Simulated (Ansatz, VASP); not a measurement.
## Two plane-wave programs on TePt

```
CELL_PARAMETERS angstrom
4.23766 0.00000 0.00000
-2.11883 3.66992 0.00000
0.00000 0.00000 5.62926
ATOMIC_POSITIONS crystal
Te 0.33333 0.66667 0.25000
Te 0.66667 0.33333 0.75000
Pt 0.00000 0.00000 0.00000
Pt 0.00000 0.00000 0.50000
```

Alike in both runs: functional r2SCAN; k mesh 12 × 12 × 8; occupations gaussian, width 0.1 eV; no spin polarisation.

Ansatz relaxed the structure, and its values are those at the end. VASP's run is a single point on that final structure, the one shown.

|  | VASP | Ansatz |
| --- | --- | --- |
| version | VASP 6.6.1 | Ansatz 0.2.0 |
| potentials or method | VASP PAW PBE potentials, release 64 (Te, Pt), cutoff 520 eV | scalar-relativistic, plane waves, PAW |
| valence electrons in the cell | 32 | 68 |

```tsv
	VASP	Ansatz	Ansatz less VASP
gap on the k mesh at the Fermi level (eV)	none	none	-
pressure (GPa)	0.0	0.0	+0.02
```

VASP's potentials were made for PBE, not for r2SCAN. A gap of «none» marks a metal or a gap that the smearing closes. VASP's potentials hold 32 valence electrons a cell and Ansatz's 68, so a difference there can come from the potentials and not from the codes.

Spin-orbit coupling is off throughout.
